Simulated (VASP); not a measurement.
ZnO: single point with PBE+D3(BJ)

ZnO:

```xyz
4
Lattice="3.1893 0.0000 0.0000 -1.5947 2.7620 0.0000 0.0000 0.0000 6.9165" Properties=species:S:1:pos:R:3 pbc="T T T"
Zn    0.0000    0.0000    5.1874
Zn    0.0000    0.0000    1.7291
O     0.0000    1.8414    1.7291
O     1.5947    0.9207    5.1874
```

This cell differs from its parent crystal: strain -0.030 along x and y, -0.030 along z.

| Item | Value |
| --- | --- |
| Program | VASP 6.6.1 |
| Task | single point |
| Functional | PBE |
| Dispersion | D3(BJ) |
| Potentials or basis | VASP PAW PBE potentials, release 64 (Zn, O) |
| Cutoff | 520 eV |
| k mesh | 9 × 9 × 4 |
| Occupations | gaussian, width 0.05 eV |
| Spin | no spin polarisation |
| Dipole correction | no |
| Further INCAR settings | ALGO = Normal; EDIFF = 1e-07; NBANDS = 26 |

```yaml
Pressure: 8.2 GPa
Band_gap_on_the_k_mesh: 0.82 eV
Dispersion_energy_per_atom: -0.172 eV
```

Stress tensor (GPa, compression positive):
```
13.19  0.00  0.00
 0.00 13.19  0.00
 0.00  0.00 -1.68
```

Levels at points of the mesh, in eV from the valence-band top:
| k point | band 16 | band 17 | band 18 | band 19 | band 20 | band 21 |
| --- | --- | --- | --- | --- | --- | --- |
| (0.00, 0.00, 0.00) | -0.01 | 0.00 | 0.00 | 0.82 | 3.70 | 5.11 |
| (0.00, 0.00, 0.50) | -0.01 | -0.01 | -0.01 | 2.02 | 2.02 | 7.45 |

It took 23 s on 1 thread of Intel(R) Xeon(R) 6975P-C (Granite Rapids), on a shared host, peak memory 0.21 GiB.

Caveat: the cell differs from its parent crystal (strain -0.030 along x and y, -0.030 along z); the stress differs along the axes, from -2 to 13 GPa. A k mesh can miss the band edges.
